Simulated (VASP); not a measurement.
Runs of VASP 6.6.1 on HfN. The structure is that of space group F-43m (No. 216), or close to it. The cells are those of the table. 

| cell | gap on the mesh (eV) | pressure (GPa) |
| --- | --- | --- |
| a = 3.448 Å, angles 60.0°, 2 atoms | none | -2.4 |
| a = 3.551 Å, angles 60.0°, 2 atoms | none | -16.8 |
| a = 3.483 Å, angles 60.0°, 2 atoms | none | (b) |
| a = 3.517 Å, angles 60.0°, 2 atoms | none | -12.7 |
| a = 3.413 Å, angles 60.0°, 2 atoms | none | (a) |

Alike in all rows: task single point; level PBEsol; potentials or basis VASP PAW PBE potentials, release 64 (Hf_pv, N); no spin polarisation; k mesh 8 × 8 × 8; cutoff (eV) 600; smearing methfessel-paxton 0.1 eV.

Question: Estimate the missing entries.

Answer: (a) 4.3; (b) -8.0.

Caveats: the PAW data sets were made with another functional, which shifts forces and pressure a little; spin-orbit coupling is left out, which moves the levels of the heavy elements.

A k mesh can miss the band edges, and the runs leave out spin-orbit coupling on Hf.

A gap of «none» marks levels without a gap at the run's occupations.
